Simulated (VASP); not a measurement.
Write the native input for VASP 6.6.1 that does the following.

| Property | Result |
| --- | --- |
| Task | single point |
| Functional | PBE |
| Potentials or basis | VASP PAW PBE potentials, release 64 (Sb) |
| Cutoff | 520 eV |
| k mesh | 13 × 13 × 13 |
| Occupations | fermi-dirac, width 0.05 eV |
| Spin | non-collinear spin, zero start, spin-orbit coupling |
| Starting moments | [[0.0, 0.0, 0.0]] μB |
| Dipole correction | no |
| Further INCAR settings | ALGO = Normal; EDIFF = 1e-06; NBANDS = 16 |

The structure of Sb lies in POSCAR:

```
Sb
1.0
    3.1600000000      0.0000000000      0.0000000000
    0.0000000000      3.1600000000      0.0000000000
    0.0000000000      0.0000000000      3.1600000000
Sb
1
Direct
    0.0000000000      0.0000000000      0.0000000000
```

This isn't the form of Sb at room conditions, which is rhombohedral.

The input as run:

INCAR

```
PREC = Accurate ; ENCUT = 520
EDIFF = 1E-6 ; ISMEAR = -1
SIGMA = 0.05 ; LREAL = F
LASPH = T ; NELM = 150
ALGO = Normal ; ISIF = 2
LWAVE = F ; LCHARG = T
MAGMOM = 0 0 0 ; LORBIT = 11
LSORBIT = T ; GGA_COMPAT = F
LORBMOM = T ; GGA = PE
LVHAR = T ; NBANDS = 16
```

KPOINTS

```
regular mesh
0
Gamma
  13 13 13
```

Potentials or basis: VASP PAW PBE potentials, release 64 (Sb).

Launch:

```sh
$ cat potpaw_PBE.64/Sb/POTCAR > POTCAR
$ mpirun -np 1 vasp_ncl > vasp.out
```

It gave:

```yaml
Pressure: -2.4 GPa
Net_moment: 0.00 μB per cell
Valence_electrons_inside_the_program's_atomic_spheres: Sb 2.35
```

Run time: 18 s on 1 thread of Intel(R) Xeon(R) 6975P-C (Granite Rapids) (shared host), peak memory 0.22 GiB.
